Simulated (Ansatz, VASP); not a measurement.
**Two plane-wave programs on Li2BeGeTe4**

File INCAR:

```
ALGO = Normal
EDIFF = 1E-6
ENCUT = 520
GGA = PE
ISIF = 2
ISMEAR = 0
LASPH = True
LCHARG = False
LREAL = False
LWAVE = False
NBANDS = 33
NELM = 60
PREC = Accurate
SIGMA = 0.01
```

KPOINTS

```
k-points
0
Gamma
  6 6 6
```

File POSCAR:

```
Li2BeGeTe4
1.0
   -2.8806926193      2.8806926193      6.3755008574
    2.8806926193     -2.8806926193      6.3755008574
    2.8806926193      2.8806926193     -6.3755008574
Li Be Ge Te
2 1 1 4
Direct
    0.7500000000      0.2500000000      0.5000000000
    0.2500000000      0.7500000000      0.5000000000
    0.0000000000      0.0000000000      0.0000000000
    0.5000000000      0.5000000000      0.0000000000
    0.8784144638      0.8784144638      0.5246788895
    0.1215855362      0.6462644257      0.0000000000
    0.6462644257      0.1215855362      0.0000000000
    0.3537355743      0.3537355743      0.4753211105
```

Input for Ansatz:

```yaml
crystal:
  lattice:
    - [-2.8806926193, 2.8806926193, 6.3755008574]
    - [2.8806926193, -2.8806926193, 6.3755008574]
    - [2.8806926193, 2.8806926193, -6.3755008574]
  atoms:
    - { symbol: Li, position: [0.75, 0.25, 0.5] }
    - { symbol: Li, position: [0.25, 0.75, 0.5] }
    - { symbol: Be, position: [0.0, 0.0, 0.0] }
    - { symbol: Ge, position: [0.5, 0.5, 0.0] }
    - { symbol: Te, position: [0.8784144638, 0.8784144638, 0.5246788895] }
    - { symbol: Te, position: [0.1215855362, 0.6462644257, 0.0] }
    - { symbol: Te, position: [0.6462644257, 0.1215855362, 0.0] }
    - { symbol: Te, position: [0.3537355743, 0.3537355743, 0.4753211105] }
kpoints:
  mp_grid: { grid: [6, 6, 6] }
hamiltonian:
  xc: pbe
scf:
  occupations: { method: fixed }
  n_extra_bands: 6
output:
  forces: true
  stress: true
  eigenvalues: true
```

Alike in both runs: task single point; functional PBE; k mesh 6 × 6 × 6; no spin polarisation.

```csv
,VASP,Ansatz
version,VASP 6.6.1,Ansatz 0.2.0
potentials or method,"VASP PAW PBE potentials, release 64 (Li_sv, Be, Ge_d, Te)","plane waves, PAW"
plane-wave cutoff (eV),520,420
occupations,"gaussian, width 0.01 eV",fixed
valence electrons in the cell,46,86
```

Ansatz gave:

- gap on the k mesh at the Fermi level (eV): 0.22
- rms of the force components (eV/Å): 0.109

Problem. Estimate VASP's values.

Solution. gap on the k mesh at the Fermi level (eV): 0.21; rms of the force components (eV/Å): 0.113.

Atom by atom the forces differ by 0.005 eV/Å (rms over components). VASP's potentials hold 46 valence electrons a cell and Ansatz's 86, so a difference there can come from the potentials and not from the codes.

Spin-orbit coupling is off throughout. Noted on VASP's run: the cutoff is under 1.25 times that of the potentials, so the pressure is a little rough.
